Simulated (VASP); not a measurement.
# Ge (Cmmm) in VASP: notebook, part 2 of 2

VASP 6.6.1.

**5. Single point, PBEsol**

This run uses another cell than the first one, of 19.61 Å³/atom, 0.962 times its volume.

INCAR reads:

```
SYSTEM = Ge
ALGO = Normal
EDIFF = 1E-7
ENCUT = 520
GGA = PS
ISIF = 2
ISMEAR = -1
LASPH = .True.
LCHARG = .True.
LELF = .True.
LREAL = .False.
LVHAR = .True.
LWAVE = .False.
NBANDS = 13
NELM = 100
PREC = Accurate
SIGMA = 0.05
```

KPOINTS reads:

```
k-points
0
Gamma
  10 10 8
  0 0 0
```

POSCAR reads:

```
Ge
1.0
    1.3971490000     -2.6005160000      0.0000000000
    1.3971490000      2.6005160000      0.0000000000
    0.0000000000      0.0000000000      2.6982310000
Ge
1
Direct
    0.5000000000      0.5000000000      0.0000000000
```

Potentials or basis: VASP PAW PBE potentials, release 64 (Ge_d).

Run with:

```console
$ cat potpaw_PBE.64/Ge_d/POTCAR > POTCAR
$ mpirun -np 1 vasp_std > vasp.out
```

OUTCAR:

```text
SYSTEM = Ge
   EDIFF = 1E-7
   ENCUT = 520
   GGA = PS
   ISIF = 2
   ISMEAR = -1
   LASPH = .True.
   LREAL = .False.
   NELM = 100
   PREC = Accurate

 ion  position               nearest neighbor table
   1  0.500  0.500  0.000-

  LATTYP: Found a base centered orthorhombic cell.
 ALAT       =     2.7942980000
 B/A-ratio  =     1.8613018368
 C/A-ratio  =     0.9656203454

  Lattice vectors:

 A1 = (   1.3971490000,  -2.6005160000,   0.0000000000)
 A2 = (   1.3971490000,   2.6005160000,   0.0000000000)
 A3 = (   0.0000000000,   0.0000000000,   2.6982310000)

Analysis of symmetry for initial positions (statically):
=====================================================================
 Subroutine PRICEL returns:
 Original cell was already a primitive cell.

 Routine SETGRP: Setting up the symmetry group for a
 base centered orthorhombic supercell.

 Subroutine GETGRP returns: Found  8 space group operations
 (whereof  8 operations were pure point group operations)
 out of a pool of  8 trial point group operations.

The static configuration has the point symmetry D_2h.

Analysis of symmetry for dynamics (positions and initial velocities):
=====================================================================
 Subroutine PRICEL returns:
 Original cell was already a primitive cell.

 Routine SETGRP: Setting up the symmetry group for a
 base centered orthorhombic supercell.

 Subroutine GETGRP returns: Found  8 space group operations
 (whereof  8 operations were pure point group operations)
 out of a pool of  8 trial point group operations.

The dynamic configuration has the point symmetry D_2h.

 Subroutine INISYM returns: Found  8 space group operations
 (whereof  8 operations are pure point group operations),
 and found     1 'primitive' translations

----------------------------------------------------------------------------------------

                                     Primitive cell

  volume of cell :      19.6070

  direct lattice vectors                    reciprocal lattice vectors
     1.397149000 -2.600516000  0.000000000     0.357871637 -0.192269534  0.000000000
     1.397149000  2.600516000  0.000000000     0.357871637  0.192269534  0.000000000
     0.000000000  0.000000000  2.698231000     0.000000000  0.000000000  0.370613191

  length of vectors
     2.952068562  2.952068562  2.698231000     0.406250763  0.406250763  0.370613191

  position of ions in fractional coordinates (direct lattice)
     0.500000000  0.500000000  0.000000000

  ion indices of the primitive-cell ions
   primitive index   ion index
                 1           1

----------------------------------------------------------------------------------------

 KPOINTS: k-points

Automatic generation of k-mesh.
 Grid dimensions read from file:
 generate k-points for:   10   10    8

 Generating k-lattice:

  Cartesian coordinates                     Fractional coordinates (reciprocal lattice)
     0.035787164 -0.019226953  0.000000000     0.100000000  0.000000000  0.000000000
     0.035787164  0.019226953  0.000000000     0.000000000  0.100000000  0.000000000
     0.000000000  0.000000000  0.046326649     0.000000000  0.000000000  0.125000000

  Length of vectors
     0.040625076  0.040625076  0.046326649

  Shift w.r.t. Gamma in fractional coordinates (k-lattice)
     0.000000000  0.000000000  0.000000000

 Subroutine IBZKPT returns following result:
 ===========================================

 Found    155 irreducible k-points:

 Following reciprocal coordinates:
            Coordinates               Weight
  0.000000  0.000000  0.000000      1.000000
  0.100000 -0.000000  0.000000      4.000000
  0.200000 -0.000000  0.000000      4.000000
  0.300000  0.000000  0.000000      4.000000
  0.400000  0.000000  0.000000      4.000000
  0.500000  0.000000  0.000000      2.000000
[... 16 lines left out ...]
  0.300000  0.300000  0.000000      2.000000
  0.400000  0.300000  0.000000      4.000000
 [... further k-points ...]
   k-points           NKPTS =    155   k-points in BZ     NKDIM =    155   number of bands    NBANDS=     13
   number of dos      NEDOS =    301   number of ions     NIONS =      1
   total plane-waves  NPLWV =  11520
   dimension x,y,z NGX =    24 NGY =   24 NGZ =   20
   dimension x,y,z NGXF=    48 NGYF=   48 NGZF=   40
   ions per type =               1
   NGX,Y,Z   is equivalent  to a cutoff of  13.52, 13.52, 12.32 a.u.
   NGXF,Y,Z  is equivalent  to a cutoff of  27.03, 27.03, 24.65 a.u.
 SYSTEM =  Ge
   PREC   = accura    normal or accurate (medium, high low for compatibility)
   ISTART =      0    job   : 0-new  1-cont  2-samecut
   ICHARG =      2    charge: 1-file 2-atom 10-const
   ISPIN  =      1    spin polarized calculation?
   LNONCOLLINEAR =      F non collinear calculations
   LSORBIT =      F    spin-orbit coupling
   LASPH  =      T    aspherical Exc in radial PAW
   ENCUT  =  520.0 eV  38.22 Ry    6.18 a.u.   5.49  5.49  5.02*2*pi/ulx,y,z
   NELM   =    100;   NELMIN=  2; NELMDL= -5     # of ELM steps
   EDIFF  = 0.1E-06   stopping-criterion for ELM
   LREAL  =      F    real-space projection
   EDIFFG = 0.1E-05   stopping-criterion for IOM
   NSW    =      0    number of steps for IOM
   IBRION =     -1    ionic relax: 0-MD 1-quasi-New 2-CG
   NFREE  =      0    steps in history (QN), initial steepest desc. (CG)
   ISIF   =      2    stress and relaxation
   ISYM   =      2    0-nonsym 1-usesym 2-fastsym
   POTIM  = 0.5000    time-step for ionic-motion
   TEBEG  =    0.0;   TEEND  =   0.0 temperature during run
   PSTRESS=    0.0 pullay stress
   NELECT =      14.0000    total number of electrons
   NUPDOWN=      -1.0000    fix difference up-down
   EMIN   =  10.00;   EMAX   =-10.00  energy-range for DOS
   EFERMI =   0.00;   METHOD = LEGACY
   ISMEAR =    -1;   SIGMA  =   0.05  broadening in eV -4-tet -1-fermi 0-gaus
   EFERMI_NEDOS =   21; number of points for ismear=-14 and -15
   IALGO  =     38    algorithm
   IMIX   =      4    mixing-type and parameters
     AMIX     =   0.40;   BMIX     =  1.00
     AMIX_MAG =   1.60;   BMIX_MAG =  1.00
  volume/ion in A,a.u.               =      19.61       132.31
  Fermi-wavevector in a.u.,A,eV,Ry     =   1.463234  2.765111 29.130796  2.141053
  Thomas-Fermi vector in A             =   2.579353
   LORBIT       =      0    0 simple, 1 ext, 2 COOP (PROOUT), +10 PAW based schemes
   GGA     = PS    functional components
   LHFCALC =     F    Hartree Fock is set to
   AEXX    =    0.0000 exact exchange contribution
   IVDW    =     0    specifies the selected vdW correction
   LEPSILON=     F    determine dielectric tensor
   LRPA    =     F    only Hartree local field effects (RPA)
 non-spin polarized calculation
  energy-cutoff  :      520.00
  volume of cell :       19.61
 maximum number of plane-waves:       540
 NGX is ok and might be reduce to    24
   NGX = 11   NGY = 11   NGZ = 11

 number of electron      14.0000003 magnetization

 Free energy of the ion-electron system (eV)
  ---------------------------------------------------
  ext. energy  EPLUGINS =         0.00000000
  ---------------------------------------------------
  free energy    TOTEN  =        -4.70484204 eV

  energy without entropy =       -4.70012073  energy(sigma->0) =       -4.70248138

 E-fermi :   6.1172     XC(G=0): -11.1876

 val. band max:        6.1013135430   @ k =   0.3000   0.3000   0.3750
 cond. band min:       6.1177815358   @ k =  -0.2000   0.1000   0.2500
 fundamental gap:      0.0164679928
 Fermi energy:         6.1171911420

 k-point     1 :       0.0000    0.0000    0.0000
  band No.  band energies     occupation
      1     -18.5894      2.00000
      2     -18.5142      2.00000
      3     -18.4632      2.00000
      4     -18.3706      2.00000
      5     -18.3529      2.00000
      6      -6.7944      2.00000
      7      12.7207      0.00000
      8      13.2049      0.00000
      9      14.7083      0.00000
     10      16.2484      0.00000
     11      18.5531      0.00000
     12      20.9043      0.00000
     13      21.0816      0.00000
[... 353 lines left out ...]
 k-point    24 :       0.4000    0.3000    0.0000
  band No.  band energies     occupation
      1     -18.5235      2.00000
      2     -18.4523      2.00000
      3     -18.4255      2.00000
      4     -18.3997      2.00000
      5     -18.3887      2.00000
      6      -1.4851      2.00000
      7       2.5593      2.00000
      8       3.7670      2.00000
      9      16.8421      0.00000
     10      22.0851      0.00000
     11      23.2964      0.00000
     12      24.2103      0.00000
     13      24.7568      0.00000

 [... further k-points ...]
[... 5 lines left out ...]
  --------------------------------------------------------------------------------------
  -------------------------------------------------------------------------------------
  Total       -0.7222736     -0.2622952     -0.4203643      0.0000000      0.0000000      0.0000000
  in kB      -59.0202391    -21.4333252    -34.3498618      0.0000000      0.0000000      0.0000000
  external PRESSURE =     -38.2678087 kB  Pullay stress =       0.0000000 kB

 VOLUME and BASIS-vectors are now :
 -----------------------------------------------------------------------------
  energy-cutoff  :      520.00
  volume of cell :       19.61
      direct lattice vectors                 reciprocal lattice vectors
     1.397149000 -2.600516000  0.000000000     0.357871637 -0.192269534  0.000000000
     1.397149000  2.600516000  0.000000000     0.357871637  0.192269534  0.000000000
     0.000000000  0.000000000  2.698231000     0.000000000  0.000000000  0.370613191

 POSITION                                       TOTAL-FORCE (eV/Angst)
 -----------------------------------------------------------------------------------
      1.39715      0.00000      0.00000        -0.000000      0.000000      0.000000
 -----------------------------------------------------------------------------------
    total drift:                               -0.000000     -0.000000     -0.000000

  FREE ENERGIE OF THE ION-ELECTRON SYSTEM (eV)
  ---------------------------------------------------
  free  energy   TOTEN  =        -4.7048420366 eV

  energy  without entropy=       -4.7001207305  energy(sigma->0) =       -4.70248138
```

stdout:

```text
POSCAR found type information on POSCAR Ge
 POSCAR found :  1 types and       1 ions
 scaLAPACK will be used
 -----------------------------------------------------------------------------
|                                                                             |
|                                                                             |
|     You enforced a specific xc type in the INCAR file but a different       |
|     I HOPE YOU KNOW WHAT YOU ARE DOING!                                     |
|                                                                             |
 -----------------------------------------------------------------------------

 LDA part: xc-table for (Slater+PW92), standard interpolation
 POSCAR, INCAR and KPOINTS ok, starting setup
 FFT: planning ... GRIDC
 FFT: planning ... GRID_SOFT
 FFT: planning ... GRID
 WAVECAR not read
 entering main loop
```

It used 13 s of CPU time on 1 thread of Intel Xeon 6975P-C (shared host).

Results:

- Free energy: -4.7048 eV
- Pressure: -3.8 GPa
- Band gap on the k mesh: zero (band 7 reaches 12.72 eV, above the bottom of band 8 at 3.73 eV)

Stress tensor (GPa, compression positive):
```
-5.90  0.00  0.00
 0.00 -2.14  0.00
 0.00  0.00 -3.43
```

Levels at points of the mesh, in eV from the Fermi level:
| k point | band 3 | band 4 | band 5 | band 6 | band 7 | band 8 | band 9 | band 10 | band 11 | band 12 |
| --- | --- | --- | --- | --- | --- | --- | --- | --- | --- | --- |
| (0.00, 0.00, 0.00) | -24.58 | -24.49 | -24.47 | -12.91 | 6.60 | 7.09 | 8.59 | 10.13 | 12.44 | 14.79 |
| (0.50, 0.00, 0.00) | -24.53 | -24.50 | -24.48 | -7.85 | -5.33 | 3.40 | 7.42 | 10.47 | 16.37 | 16.49 |
| (0.50, 0.50, 0.00) | -24.53 | -24.49 | -24.48 | -8.71 | -5.55 | 5.17 | 9.10 | 9.81 | 15.71 | 16.07 |
| (0.00, 0.00, 0.50) | -24.56 | -24.54 | -24.51 | -9.13 | -5.75 | 9.92 | 11.42 | 16.00 | 16.02 | 17.21 |
| (0.50, 0.00, 0.50) | -24.57 | -24.48 | -24.40 | -3.69 | -2.26 | -1.67 | 3.56 | 6.28 | 11.60 | 13.09 |
| (0.50, 0.50, 0.50) | -24.55 | -24.49 | -24.42 | -4.65 | -2.42 | -2.31 | 3.18 | 8.06 | 13.41 | 14.74 |

Caveat: the PAW data sets were made with another functional, which shifts forces and pressure a little.

**6. Summary**

| level | potentials or basis | spin | cell | k mesh | gap on the mesh (eV) | pressure (GPa) |
| --- | --- | --- | --- | --- | --- | --- |
| r2SCAN | VASP PAW PBE potentials, release 64 (Ge_d) | off | a = 2.991, b = 2.991, c = 2.734 Å, angles 90.0, 90.0, 123.5°, 1 atom | 11 × 11 × 10 | none | -5.4 |
| PBEsol | VASP PAW PBE potentials, release 64 (Ge_d) | non-collinear, zero start, SOC | a = 2.952, b = 2.952, c = 2.698 Å, angles 90.0, 90.0, 123.5°, 1 atom | 11 × 11 × 10 | - | -4.1 |
| LDA | VASP PAW LDA potentials, release 64 (Ge_d) | off | a = 2.952, b = 2.952, c = 2.698 Å, angles 90.0, 90.0, 123.5°, 1 atom | 6 × 6 × 6 | none | -5.8 |
| PBEsol | VASP PAW PBE potentials, release 64 (Ge_d) | off | a = 2.952, b = 2.952, c = 2.698 Å, angles 90.0, 90.0, 123.5°, 1 atom | 10 × 10 × 8 | none | -3.8 |

Alike in all rows: task single point; cutoff (eV) 520; smearing fermi-dirac 0.05 eV.

Caveats: some runs use coarse meshes; the PAW data sets were made with another functional, which shifts forces and pressure a little (some runs).

Absolute energies hang on the potentials; compare differences alone.
